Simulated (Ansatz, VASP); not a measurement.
**LiMgBN2 in VASP and in Ansatz**

```
Li Mg B N
1.0
    -1.75688    1.75688    4.79900
     1.75688   -1.75688    4.79900
     1.75688    1.75688   -4.79900
Li Mg B N
1 1 1 2
Direct
  0.25000 0.75000 0.50000
  0.75000 0.25000 0.50000
  0.50000 0.50000 0.00000
  0.65126 0.65126 0.00000
  0.34874 0.34874 0.00000
```

Change from the starting cell: strain -0.080 along x and y, +0.080 along z, atoms carried along.

Alike in both runs: task single point; functional PBE; k mesh 8 × 8 × 8; occupations gaussian, width 0.05 eV; no spin polarisation.

```csv
,VASP,Ansatz
version,VASP 6.6.1,Ansatz 0.2.0
potentials or method,"VASP PAW PBE potentials, release 64 (Li_sv, Mg, B, N), cutoff 520 eV","scalar-relativistic, plane waves, PAW"
valence electrons in the cell,18,26
```

VASP gave:

| Item | Value |
| --- | --- |
| gap on the k mesh at the Fermi level (eV) | 2.90 |
| least direct gap on the mesh (eV) | 4.00 |
| rms of the force components (eV/Å) | 1.827 |

Q: Estimate Ansatz's values.

A: gap on the k mesh at the Fermi level (eV): 2.91; least direct gap on the mesh (eV): 4.00; rms of the force components (eV/Å): 1.826.

Atom by atom the forces differ by 0.001 eV/Å (rms over components). The functional is the same, so the differences come from potentials, cutoffs and numerics. VASP's potentials hold 18 valence electrons a cell and Ansatz's 26, so a difference there can come from the potentials and not from the codes.

Noted on VASP's run: the cutoff is short for stress, so the pressure is rough.
